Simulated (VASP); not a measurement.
BiIr:

```
CELL_PARAMETERS angstrom
0.00000 2.81287 2.81287
2.81287 0.00000 2.81287
2.81287 2.81287 0.00000
ATOMIC_POSITIONS crystal
Ir 0.50000 0.50000 0.50000
Bi 0.00000 0.00000 0.00000
```

Base run:

| Quantity | Value |
| --- | --- |
| Program | VASP 6.6.1 |
| Functional | PBEsol |
| Potentials or basis | VASP PAW PBE potentials, release 64 (Ir, Bi_d) |
| Cutoff | 520 eV |
| k mesh | 10 × 10 × 10 |
| Occupations | gaussian, width 0.05 eV |
| Spin | no spin polarisation |

Its results: band gap on the k mesh zero (band 12 reaches 9.80 eV, above the bottom of band 13 at 7.14 eV); pressure -5.3 GPa.

**Question.** The run is repeated on the same cell with these changes: functional from PBEsol to PBE; further incar settings from ALGO = Normal; EDIFF = 1e-06; NBANDS = 19 to ALGO = Normal; EDIFF = 1e-07; NBANDS = 19. What comes out?

**Answer.** Band gap on the k mesh zero (band 12 reaches 10.01 eV, above the bottom of band 13 at 7.30 eV); pressure 0.1 GPa.

Caveats: spin-orbit coupling is left out, which moves the levels of the heavy elements; the PAW data sets were made with another functional, which shifts forces and pressure a little (some runs).
